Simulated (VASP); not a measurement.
**Mg16O17 (a cell with a defect): relaxation of the atoms with PBE**

The system is Mg16O17 (a cell with a defect).

```
Mg O
1.0
    -4.25438    4.25438    4.25438
     4.25438   -4.25438    4.25438
     4.25438    4.25438   -4.25438
Mg O
16 17
Cartesian
  0.0000 0.0000 0.0000
  4.2544 2.1272 -2.1272
  4.2544 0.0000 0.0000
  4.2544 -2.1272 2.1272
  2.1272 4.2544 -2.1272
  2.1272 2.1272 0.0000
  2.1272 0.0000 2.1272
  2.1272 -2.1272 4.2544
  0.0000 4.2544 0.0000
  0.0000 2.1272 2.1272
  0.0000 0.0000 4.2544
  4.2544 2.1272 2.1272
  -2.1272 4.2544 2.1272
  -2.1272 2.1272 4.2544
  2.1272 4.2544 2.1272
  2.1272 2.1272 4.2544
  2.1272 2.1272 -2.1272
  2.1272 0.0000 0.0000
  2.1272 -2.1272 2.1272
  6.3816 0.0000 0.0000
  0.0000 2.1272 0.0000
  0.0000 0.0000 2.1272
  4.2544 2.1272 0.0000
  4.2544 0.0000 2.1272
  -2.1272 2.1272 2.1272
  2.1272 4.2544 0.0000
  2.1272 2.1272 2.1272
  2.1272 0.0000 4.2544
  0.0000 6.3816 0.0000
  0.0000 4.2544 2.1272
  0.0000 2.1272 4.2544
  0.0000 0.0000 6.3816
  3.1908 3.1908 3.1908
```

```json
{"Program": "VASP 6.6.1", "Task": "relaxation of the atoms", "Functional": "PBE", "Potentials or basis": "VASP PAW PBE potentials, release 64 (Mg, O)", "Cutoff": "520 eV", "k mesh": "1 × 1 × 1, shifted", "Occupations": "fermi-dirac, width 0.01 eV", "Spin": "no spin polarisation", "Dipole correction": "no", "Charge": "-2", "Further INCAR settings": "LREAL = Auto; ALGO = Normal; EDIFF = 1e-06; IBRION = 2; EDIFFG = -0.02; NSW = 90; NELECT = 136.0"}
```

```
Energy gained by relaxing    : 273.3 meV/atom
Ionic steps                  : 11
Largest force after relaxing : 0.010 eV/Å
```

Forces on the atoms (eV/Å):
```
Mg  -0.006 -0.006 -0.006
Mg   0.003 -0.003  0.001
Mg  -0.001  0.003  0.003
Mg   0.003  0.001 -0.003
Mg  -0.003  0.003  0.001
Mg  -0.003 -0.003 -0.001
Mg  -0.003 -0.001 -0.003
Mg  -0.003  0.001  0.003
Mg   0.003 -0.001  0.003
Mg  -0.001 -0.003 -0.003
Mg   0.003  0.003 -0.001
Mg  -0.006  0.006  0.006
Mg   0.001  0.003 -0.003
Mg   0.001 -0.003  0.003
Mg   0.006 -0.006  0.006
Mg   0.006  0.006 -0.006
O   -0.001 -0.001  0.003
O    0.003  0.001  0.001
O   -0.001  0.003 -0.001
O    0.002 -0.002 -0.002
O    0.001  0.003  0.001
O    0.001  0.001  0.003
O    0.001 -0.001 -0.003
O    0.001 -0.003 -0.001
O    0.003 -0.001 -0.001
O   -0.001  0.001 -0.003
O    0.002  0.002  0.002
O   -0.001 -0.003  0.001
O   -0.002  0.002 -0.002
O   -0.003  0.001 -0.001
O   -0.003 -0.001  0.001
O   -0.002 -0.002  0.002
O    0.000  0.000  0.000
```

Step by step:
```csv
step,energy change (eV),largest force (eV/Å),pressure (GPa)
1,0.0000,9.9281,23.50
2,-8.2127,1.3884,21.05
3,-8.4017,0.9875,20.19
4,-8.4016,0.9358,20.09
5,-8.8778,0.5705,19.16
6,-8.9148,0.6850,18.95
7,-9.0125,0.1045,19.38
8,-9.0130,0.0948,19.42
9,-9.0188,0.0344,19.40
10,-9.0193,0.0575,19.40
11,-9.0201,0.0104,19.38
```

Final structure:
```
Mg O
1.0
    -4.25438    4.25438    4.25438
     4.25438   -4.25438    4.25438
     4.25438    4.25438   -4.25438
Mg O
16 17
Cartesian
  0.0116 0.0116 0.0116
  4.2727 2.1089 -2.0881
  4.2153 0.0183 0.0183
  4.2727 -2.0881 2.1089
  2.1089 4.2727 -2.0881
  2.1089 2.1089 -0.0391
  2.1089 -0.0391 2.1089
  2.1089 -2.0881 4.2727
  0.0183 4.2153 0.0183
  -0.0391 2.1089 2.1089
  0.0183 0.0183 4.2153
  4.2660 2.1156 2.1156
  -2.0881 4.2727 2.1089
  -2.0881 2.1089 4.2727
  2.1156 4.2660 2.1156
  2.1156 2.1156 4.2660
  2.1787 2.1787 -2.1223
  -2.1223 4.2029 4.2029
  2.1787 -2.1223 2.1787
  6.1006 0.2809 0.2809
  4.2029 -2.1223 4.2029
  4.2029 4.2029 -2.1223
  4.2029 2.1787 -0.0049
  4.2029 -0.0049 2.1787
  -2.1223 2.1787 2.1787
  2.1787 4.2029 -0.0049
  1.8463 1.8463 1.8463
  2.1787 -0.0049 4.2029
  0.2809 6.1006 0.2809
  -0.0049 4.2029 2.1787
  -0.0049 2.1787 4.2029
  0.2809 0.2809 6.1006
  3.1908 3.1908 3.1908
```

Levels at points of the mesh, in eV from the Fermi level:
| k point | band 64 | band 65 | band 66 | band 67 | band 68 | band 69 | band 70 | band 71 | band 72 | band 73 |
| --- | --- | --- | --- | --- | --- | --- | --- | --- | --- | --- |
| (0.25, 0.25, 0.25) | -2.15 | -1.82 | -0.29 | -0.29 | -0.29 | 4.74 | 4.74 | 4.74 | 5.25 | 6.96 |

Wall time 25 min on 1 thread of Intel Xeon 8259CL, on a shared host, peak memory 0.46 GiB.

Caveat: the k points lie up to 1.04 Å⁻¹ apart, too coarse for converged energies, forces and pressures; the cell carries a net charge on a neutralising background, which shifts energy and pressure; the cell is charged against a uniform background, so pressure and absolute levels hang on convention.
